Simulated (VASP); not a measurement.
Wanted: the native input for a VASP 6.6.1 run.

| Item | Value |
| --- | --- |
| Task | single point |
| Functional | PBE |
| Potentials or basis | VASP PAW PBE potentials, release 64 (Ir) |
| Cutoff | 520 eV |
| k mesh | 3 × 3 × 6 |
| Occupations | gaussian, width 0.1 eV |
| Spin | no spin polarisation |
| Dipole correction | no |
| Further INCAR settings | ALGO = Normal; EDIFF = 1e-06; NBANDS = 36 |

The structure of Ir lies in POSCAR:

```
Ir
1.0
    6.4624200885      0.0000000000      0.0000000000
   -3.2312100442      5.5966199666      0.0000000000
    0.0000000000      0.0000000000      2.7238371737
Ir
6
Direct
    0.1509107055      0.7380231373      0.8683100000
    0.2619768627      0.4128875682      0.5349766667
    0.4128875682      0.1509107055      0.2016433333
    0.5871124318      0.8490892945      0.2016433333
    0.7380231373      0.5871124318      0.5349766667
    0.8490892945      0.2619768627      0.8683100000
```

One way to write it, as run:

INCAR

```
PREC = Accurate
ENCUT = 520
EDIFF = 1E-6
ISMEAR = 0
SIGMA = 0.1
LREAL = False
LASPH = True
NELM = 100
ALGO = Normal
ISIF = 2
LWAVE = False
LCHARG = True
GGA = PE
LELF = True
LVHAR = True
NBANDS = 36
```

KPOINTS

```
regular mesh
0
Gamma
  3 3 6
```

Potentials or basis: VASP PAW PBE potentials, release 64 (Ir).

The run is started by

```console
$ cat potpaw_PBE.64/Ir/POTCAR > POTCAR
$ mpirun -np 1 vasp_std > vasp.out
```

Results of the run:

```json
{"Pressure": "0.4 GPa", "Band gap on the k mesh": "zero (band 27 reaches 8.99 eV, above the bottom of band 28 at 7.61 eV)"}
```

Caveat: the k points lie up to 0.38 Å⁻¹ apart; spin-orbit coupling is left out, which moves the levels of the heavy elements.

Wall time 27 s on 1 thread of Intel(R) Xeon(R) Platinum 8488C (Sapphire Rapids), with other jobs on the host, peak memory 0.21 GiB.
